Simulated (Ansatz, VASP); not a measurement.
One calculation of Zn6O, two programs

```
CELL_PARAMETERS angstrom
2.80000 0.00000 0.00000
-1.40000 2.42487 0.00000
0.00000 0.00000 13.60000
ATOMIC_POSITIONS crystal
Zn 0.33333 0.66667 0.42000
Zn 0.66667 0.33333 0.58000
Zn 0.66667 0.33333 0.90100
Zn 0.33333 0.66667 0.09900
Zn 0.66667 0.33333 0.25900
Zn 0.33333 0.66667 0.74100
O 0.00000 0.00000 0.00000
```

Alike in both runs: task relaxation of cell and atoms; functional PBE; k mesh 7 × 7 × 2; occupations gaussian, width 0.2 eV; no spin polarisation.

|  | VASP | Ansatz |
| --- | --- | --- |
| version | VASP 6.6.1 | Ansatz 0.2.0 |
| potentials or method | VASP PAW PBE potentials, release 64 (Zn, O), cutoff 600 eV | scalar-relativistic, plane waves, PAW |
| valence electrons in the cell | 78 | 78 |

|  | VASP | Ansatz | Ansatz less VASP |
| --- | --- | --- | --- |
| gap on the k mesh at the Fermi level, each at its own relaxed structure (eV) | none | none | - |
| relaxed volume (Å³/atom) | 14.18 | 14.01 | -0.174 |
| relaxed length of the cell vector where the two differ most in proportion (Å) | 2.950 | 2.919 | -0.0312 |

A gap of «none» marks a metal or a gap that the smearing closes.

The k mesh is coarse, so the values compare programs but aren't converged.
